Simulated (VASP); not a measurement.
Here is a VASP 6.6.1 calculation.

Contents of POSCAR:

```
SrTiO3
1.0
    4.0240570466      0.0000000000      0.0000000000
    0.0000000000      4.0240570466      0.0000000000
    0.0000000000      0.0000000000      4.0240570466
Sr Ti O
1 1 3
Direct
    0.0000000000      0.0000000000      0.0000000000
    0.5000000000      0.5000000000      0.5000000000
    0.5000000000      0.5000000000      0.0000000000
    0.5000000000      0.0000000000      0.5000000000
    0.0000000000      0.5000000000      0.5000000000
```

INCAR.step1

```
ALGO = Normal ; EDIFF = 1E-5
ENCUT = 520 ; GGA = PE
ISIF = 2 ; ISMEAR = 0
LASPH = T ; LCHARG = F
LREAL = F ; LWAVE = T
NBANDS = 28 ; NELM = 80
PREC = Accurate ; SIGMA = 0.01
```

The input INCAR.step2:

```
ALGO = Normal ; EDIFF = 1E-6
ENCUT = 520 ; GGA = PE
HFSCREEN = 0.2079 ; ISIF = 2
ISMEAR = 0 ; ISTART = 1
LASPH = T ; LCHARG = F
LHFCALC = T ; LREAL = F
LWAVE = F ; NBANDS = 28
NELM = 80 ; PREC = Accurate
PRECFOCK = Fast ; SIGMA = 0.01
```

File KPOINTS:

```
k-points
0
Gamma
  4 4 4
```

Potentials or basis: VASP PAW PBE potentials, release 64 (Sr_sv, Ti_sv, O).

Run with:

```bash
$ cat potpaw_PBE.64/Sr_sv/POTCAR potpaw_PBE.64/Ti_sv/POTCAR potpaw_PBE.64/O/POTCAR > POTCAR
$ cp INCAR.step1 INCAR
$ mpirun -np 1 vasp_std > vasp.out
$ cp INCAR.step2 INCAR
$ mpirun -np 1 vasp_std > vasp.out
```

Predict the pressure.

-14.8 GPa.

Estimate the band gap on the k mesh.

3.06 eV (least direct gap 3.47 eV).

Caveat: the cell differs from its parent crystal (strain +3.0%); the cell stands under tension; the PAW data sets were made with another functional, which shifts forces and pressure a little. A k mesh can miss the band edges.
